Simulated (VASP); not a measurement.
Set up this calculation in VASP 6.6.1, as the native input.

```yaml
Task: single point
Functional: PBE
Potentials_or_basis: VASP PAW PBE potentials, release 64 (Ag, O)
Cutoff: 520 eV
k_mesh: 5 × 5 × 3
Occupations: gaussian, width 0.2 eV
Spin: no spin polarisation
Dipole_correction: no
Further_INCAR_settings: ALGO = Normal; EDIFF = 1e-06; NBANDS = 32
```

The structure of AgO2 lies in POSCAR:

```
AgO2
1.0
    3.6203865337      0.0391247241     -0.0821678427
    1.7632774866      3.1390556955      0.1706889981
    0.2417296488      1.3200775374      7.3154651689
Ag O
2 4
Direct
    0.2502394966      1.0000095227      0.7499182626
    0.7497605034     -0.0000095227      0.2500817374
    0.0287857884      0.4407591775      0.0960716067
    0.9712142116      0.5592408225      0.9039283933
    0.4712778916      0.5594196400      0.4039079178
    0.5287221084      0.4405803600      0.5960920822
```

The input as run:

INCAR

```
SYSTEM = AgO2
ALGO = Normal
EDIFF = 1E-6
ENCUT = 520
GGA = PE
ISIF = 2
ISMEAR = 0
LASPH = .TRUE.
LCHARG = .FALSE.
LREAL = .FALSE.
LWAVE = .FALSE.
NBANDS = 32
NELM = 80
PREC = Accurate
SIGMA = 0.2
```

KPOINTS

```
k-points
0
G
  5 5 3
  0 0 0
```

Potentials or basis: VASP PAW PBE potentials, release 64 (Ag, O).

Run with:

```sh
$ cat potpaw_PBE.64/Ag/POTCAR potpaw_PBE.64/O/POTCAR > POTCAR
$ mpirun -np 1 vasp_std > vasp.out
```

Results of the run:

```yaml
Pressure: 0.1 GPa
Largest_force: 0.283 eV/Å
Band_gap_on_the_k_mesh: zero (band 23 reaches 4.43 eV, above the bottom of band 24 at 3.51 eV)
```

Caveat: the k points lie up to 0.41 Å⁻¹ apart.

Wall time 89 s on 1 thread of Intel(R) Xeon(R) Platinum 8259CL CPU @ 2.50GHz (Skylake/Cascade Lake) (shared host), peak memory 0.24 GiB.
